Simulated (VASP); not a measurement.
# Ti16H (a cell with a defect): single point with PBE

System: Ti16H (a cell with a defect).

```
Ti H
1.0
     5.87871    0.00000    0.00000
    -2.93936    5.09112    0.00000
     0.00000    0.00000    9.29704
Ti H
16 1
Cartesian
  -0.0392 1.6718 1.1577
  1.4718 0.7997 3.4900
  0.0113 1.7007 5.8038
  1.4716 0.8576 8.1410
  -1.4678 4.2410 1.1413
  -0.0388 3.4161 3.4900
  -1.4677 4.2409 5.8312
  0.0113 3.3869 8.1410
  2.9821 1.6718 1.1577
  4.4111 0.8469 3.5064
  2.9318 1.7008 5.8038
  4.4109 0.8469 8.1135
  1.4715 4.2883 1.1577
  2.9825 3.4163 3.4900
  1.4716 4.2301 5.8038
  2.9318 3.3870 8.1410
  1.4716 2.5440 2.3239
```

| Property | Result |
| --- | --- |
| Program | VASP 6.6.1 |
| Task | single point |
| Functional | PBE |
| Potentials or basis | VASP PAW PBE potentials, release 64 (Ti_sv, H) |
| Cutoff | 520 eV |
| k mesh | 4 × 4 × 2 |
| Occupations | methfessel-paxton, width 0.1 eV |
| Spin | no spin polarisation |
| Dipole correction | no |
| Further INCAR settings | LREAL = Auto; ALGO = Normal; EDIFF = 1e-06; NBANDS = 110 |

- Pressure: 0.3 GPa
- Largest force: 0.017 eV/Å
- Band gap on the k mesh: zero (an odd number of electrons rules out a gap without spin polarisation)

Forces in eV/Å, atoms in the order of the input:
```
Ti  -0.005 -0.008  0.005
Ti   0.003 -0.010 -0.007
Ti  -0.013 -0.003 -0.001
Ti  -0.004 -0.015  0.002
Ti  -0.004  0.004  0.012
Ti  -0.007  0.005 -0.003
Ti   0.000  0.000 -0.012
Ti  -0.009  0.005  0.001
Ti   0.010 -0.007  0.011
Ti  -0.006  0.005 -0.012
Ti   0.015 -0.007 -0.003
Ti   0.000 -0.001  0.008
Ti   0.004  0.007  0.004
Ti   0.010  0.000 -0.007
Ti  -0.003  0.013 -0.001
Ti   0.008  0.011  0.003
H    0.000  0.000  0.000
```

Stress tensor (GPa, compression positive):
```
0.08 0.01 0.00
0.01 0.08 0.00
0.00 0.00 0.89
```

Levels at points of the mesh, in eV from the Fermi level:
```
           k point  band 93  band 94  band 95  band 96  band 97  band 98  band 99  band 100  band 101  band 102
(0.00, 0.00, 0.00)    -0.09     0.04     0.33     0.33     0.42     0.43     0.50      0.50      0.50      0.60
(0.50, 0.00, 0.00)    -0.61    -0.56    -0.53    -0.52    -0.27    -0.26    -0.18     -0.18      0.05      0.14
(0.00, 0.50, 0.00)    -0.61    -0.56    -0.53    -0.52    -0.27    -0.26    -0.18     -0.18      0.05      0.14
(0.50, 0.50, 0.00)    -0.61    -0.56    -0.53    -0.52    -0.27    -0.26    -0.18     -0.18      0.05      0.14
(0.00, 0.00, 0.50)    -0.21     0.12     0.46     0.46     0.52     0.55     0.55      0.57      0.68      0.68
(0.50, 0.00, 0.50)    -0.51    -0.44    -0.34    -0.32    -0.01     0.06     0.08      0.15      0.16      0.19
(0.00, 0.50, 0.50)    -0.51    -0.44    -0.34    -0.32    -0.01     0.06     0.08      0.15      0.16      0.19
(0.50, 0.50, 0.50)    -0.51    -0.44    -0.34    -0.32    -0.01     0.06     0.08      0.15      0.16      0.19
```

It took 49 min on 1 thread of Intel Xeon 8259CL (shared host), peak memory 0.65 GiB.
